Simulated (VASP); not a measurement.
# Sb2Se3 (P4mm) in VASP: a series of runs, part 2 of 2

VASP 6.6.1. Earlier steps stand in the parts before.

**3. Single point, PBE**

This run uses another cell than the first one, of 41.77 Å³/atom, 1.206 times its volume.

Input file INCAR:

```
SYSTEM = Sb2Se3
PREC = Accurate ; ENCUT = 500
EDIFF = 1E-6 ; ISMEAR = 0
SIGMA = 0.15 ; LREAL = .FALSE.
LASPH = .TRUE. ; NELM = 120
ALGO = Normal ; ISIF = 2
LWAVE = .FALSE. ; LCHARG = .TRUE.
GGA = PE ; LELF = .TRUE.
LVHAR = .TRUE. ; NBANDS = 22
GGA_COMPAT = .FALSE.
```

Input file KPOINTS:

```
Automatic mesh
0
G
  3 3 2
  0 0 0
```

Input file POSCAR:

```
Sb2Se3
1.0
    5.4640724611      0.0000000000      0.0000000000
    0.0000000000      5.4640724611      0.0000000000
    0.0000000000      0.0000000000      6.9947681874
Sb Se
2 3
Direct
    0.5000000000      0.0000000000      0.0109377048
    0.0000000000      0.5000000000      0.0109377048
    0.5000000000      0.5000000000      1.0908826471
    0.5000000000      0.0000000000      0.6629178316
    0.0000000000      0.5000000000      0.6629178316
```

Potentials or basis: VASP PAW PBE potentials, release 64 (Sb, Se).

The run is started by

```sh
cat potpaw_PBE.64/Sb/POTCAR potpaw_PBE.64/Se/POTCAR > POTCAR
mpirun -np 1 vasp_std > vasp.out
```

OUTCAR:

```text
SYSTEM = Sb2Se3
   PREC = Accurate
   ENCUT = 500
   EDIFF = 1E-6
   ISMEAR = 0
   LREAL = .FALSE.
   LASPH = .TRUE.
   NELM = 120
   ISIF = 2
   GGA = PE

 ion  position               nearest neighbor table
   1  0.500  0.000  0.011-   4 2.43   3 2.79   3 2.79
   2  0.000  0.500  0.011-   5 2.43   3 2.79   3 2.79
   3  0.500  0.500  0.091-   1 2.79   2 2.79   1 2.79   2 2.79
   4  0.500  0.000  0.663-   1 2.43
   5  0.000  0.500  0.663-   2 2.43

  LATTYP: Found a simple tetragonal cell.
 ALAT       =     5.4640724611
 C/A-ratio  =     1.2801382553

  Lattice vectors:

 A1 = (   5.4640724611,   0.0000000000,   0.0000000000)
 A2 = (   0.0000000000,   5.4640724611,   0.0000000000)
 A3 = (   0.0000000000,   0.0000000000,   6.9947681874)

Analysis of symmetry for initial positions (statically):
=====================================================================
 Subroutine PRICEL returns:
 Original cell was already a primitive cell.

 Routine SETGRP: Setting up the symmetry group for a
 simple tetragonal supercell.

 Subroutine GETGRP returns: Found  8 space group operations
 (whereof  8 operations were pure point group operations)
 out of a pool of 16 trial point group operations.

The static configuration has the point symmetry C_4v.

Analysis of symmetry for dynamics (positions and initial velocities):
=====================================================================
 Subroutine PRICEL returns:
 Original cell was already a primitive cell.

 Routine SETGRP: Setting up the symmetry group for a
 simple tetragonal supercell.

 Subroutine GETGRP returns: Found  8 space group operations
 (whereof  8 operations were pure point group operations)
 out of a pool of 16 trial point group operations.
[... 103 lines left out ...]
   ISMEAR =     0;   SIGMA  =   0.15  broadening in eV -4-tet -1-fermi 0-gaus
   EFERMI_NEDOS =   21; number of points for ismear=-14 and -15
   IALGO  =     38    algorithm
   IMIX   =      4    mixing-type and parameters
     AMIX     =   0.40;   BMIX     =  1.00
     AMIX_MAG =   1.60;   BMIX_MAG =  1.00
  volume/ion in A,a.u.               =      41.77       281.86
  Fermi-wavevector in a.u.,A,eV,Ry     =   0.837900  1.583401  9.552325  0.702076
  Thomas-Fermi vector in A             =   1.951866
   LORBIT       =      0    0 simple, 1 ext, 2 COOP (PROOUT), +10 PAW based schemes
   GGA     = PE    functional components
   LHFCALC =     F    Hartree Fock is set to
   AEXX    =    0.0000 exact exchange contribution
   IVDW    =     0    specifies the selected vdW correction
   LEPSILON=     F    determine dielectric tensor
   LRPA    =     F    only Hartree local field effects (RPA)
 non-spin polarized calculation
 Gauss-broadening in eV      SIGMA  =   0.15
  energy-cutoff  :      500.00
  volume of cell :      208.84
 maximum number of plane-waves:      5306
 NGX is ok and might be reduce to    40
   NGX = 19   NGY = 19   NGZ = 25

 number of electron      28.0000001 magnetization

 Free energy of the ion-electron system (eV)
  ---------------------------------------------------
  ext. energy  EPLUGINS =         0.00000000
  ---------------------------------------------------
  free energy    TOTEN  =       -17.64966416 eV

  energy without entropy =      -17.64382043  energy(sigma->0) =      -17.64674229

 E-fermi :   0.7712     XC(G=0):  -7.2554

 val. band max:        0.5457949290   @ k =   0.0000   0.0000   0.0000
 cond. band min:       1.0012625398   @ k =   0.3333   0.3333   0.5000
 fundamental gap:      0.4554676108
 Fermi energy:         0.7712496775

 k-point     1 :       0.0000    0.0000    0.0000
  band No.  band energies     occupation
      1     -12.4442      2.00000
      2     -11.1582      2.00000
      3     -11.1569      2.00000
      4      -6.5739      2.00000
      5      -6.5460      2.00000
      6      -3.7413      2.00000
[... 139 lines left out ...]
     21       7.1987      0.00000
     22       7.6661      0.00000

------------------------ aborting loop because EDIFF is reached ----------------------------------------

  FORCE on cell =-STRESS in cart. coord.  units (eV):
  Direction    XX          YY          ZZ          XY          YZ          ZX
  --------------------------------------------------------------------------------------
  -------------------------------------------------------------------------------------
  Total       -0.0284111     -0.0284111      0.6181994      0.0000000     -0.0000000      0.0000000
  in kB       -0.2179675     -0.2179675      4.7427798      0.0000000     -0.0000000      0.0000000
  external PRESSURE =       1.4356150 kB  Pullay stress =       0.0000000 kB

 VOLUME and BASIS-vectors are now :
 -----------------------------------------------------------------------------
  energy-cutoff  :      500.00
  volume of cell :      208.84
      direct lattice vectors                 reciprocal lattice vectors
     5.464072461  0.000000000  0.000000000     0.183013678  0.000000000  0.000000000
     0.000000000  5.464072461  0.000000000     0.000000000  0.183013678  0.000000000
     0.000000000  0.000000000  6.994768187     0.000000000  0.000000000  0.142963994

 POSITION                                       TOTAL-FORCE (eV/Angst)
 -----------------------------------------------------------------------------------
      2.73204      0.00000      0.07651         0.000000      0.000000      0.089564
      0.00000      2.73204      0.07651         0.000000      0.000000      0.089564
      2.73204      2.73204      0.63570         0.000000     -0.000000     -0.000072
      2.73204      0.00000      4.63696         0.000000      0.000000     -0.089528
      0.00000      2.73204      4.63696         0.000000     -0.000000     -0.089528
 -----------------------------------------------------------------------------------
    total drift:                                0.000000      0.000000      0.000135

  FREE ENERGIE OF THE ION-ELECTRON SYSTEM (eV)
  ---------------------------------------------------
  free  energy   TOTEN  =       -17.6496641568 eV

  energy  without entropy=      -17.6438204281  energy(sigma->0) =      -17.64674229
```

OSZICAR:

```text
N       E                     dE             d eps       ncg     rms          rms(c)
DAV:   1     0.160420636685E+03    0.16042E+03   -0.97768E+03   264   0.969E+02
DAV:   2    -0.115208018729E+01   -0.16157E+03   -0.15651E+03   340   0.171E+02
DAV:   3    -0.180899510451E+02   -0.16938E+02   -0.16700E+02   318   0.609E+01
DAV:   4    -0.184407206919E+02   -0.35077E+00   -0.35002E+00   320   0.102E+01
DAV:   5    -0.184454953068E+02   -0.47746E-02   -0.47734E-02   332   0.127E+00    0.651E+00
DAV:   6    -0.177130112239E+02    0.73248E+00   -0.56928E+00   314   0.653E+00    0.421E+00
DAV:   7    -0.176585296561E+02    0.54482E-01   -0.66334E-01   306   0.323E+00    0.232E+00
DAV:   8    -0.176498435017E+02    0.86862E-02   -0.10035E-01   330   0.140E+00    0.462E-01
DAV:   9    -0.176485748059E+02    0.12687E-02   -0.20126E-02   326   0.560E-01    0.192E-01
DAV:  10    -0.176492550193E+02   -0.68021E-03   -0.23385E-03   306   0.231E-01    0.779E-02
DAV:  11    -0.176495141210E+02   -0.25910E-03   -0.32176E-04   300   0.975E-02    0.265E-02
DAV:  12    -0.176496341049E+02   -0.11998E-03   -0.14341E-04   282   0.611E-02    0.165E-02
DAV:  13    -0.176496572538E+02   -0.23149E-04   -0.23647E-05   312   0.251E-02    0.789E-03
DAV:  14    -0.176496633119E+02   -0.60581E-05   -0.56692E-06   294   0.140E-02    0.238E-03
DAV:  15    -0.176496641568E+02   -0.84497E-06   -0.77128E-07   258   0.507E-03
   1 F= -.17649664E+02 E0= -.17646742E+02  d E =-.584373E-02
```

stdout:

```text
POSCAR found type information on POSCAR SbSe
 POSCAR found :  2 types and       5 ions
 scaLAPACK will be used
 LDA part: xc-table for (Slater+PW92), standard interpolation
 POSCAR, INCAR and KPOINTS ok, starting setup
 FFT: planning ... GRIDC
 FFT: planning ... GRID_SOFT
 FFT: planning ... GRID
 WAVECAR not read
 entering main loop
```

Wall time 46 s (1 thread of AMD EPYC 7R13, shared host); peak memory 0.25 GiB.

Results:

```yaml
Free_energy: -17.6497 eV
Pressure: 0.1 GPa
Largest_force: 0.090 eV/Å
Band_gap_on_the_k_mesh: 0.46 eV, indirect (least direct gap 0.52 eV)
```

Forces in eV/Å, atoms in the order of the input:
```
Sb   0.000  0.000  0.090
Sb   0.000  0.000  0.090
Se   0.000  0.000  0.000
Se   0.000  0.000 -0.090
Se   0.000  0.000 -0.090
```

Caveat: the k points lie up to 0.45 Å⁻¹ apart; spin-orbit coupling is left out, which moves the levels of the heavy elements; this functional lacks dispersion, which binds the layers, so the pressure and a relaxed spacing across them are unreliable.
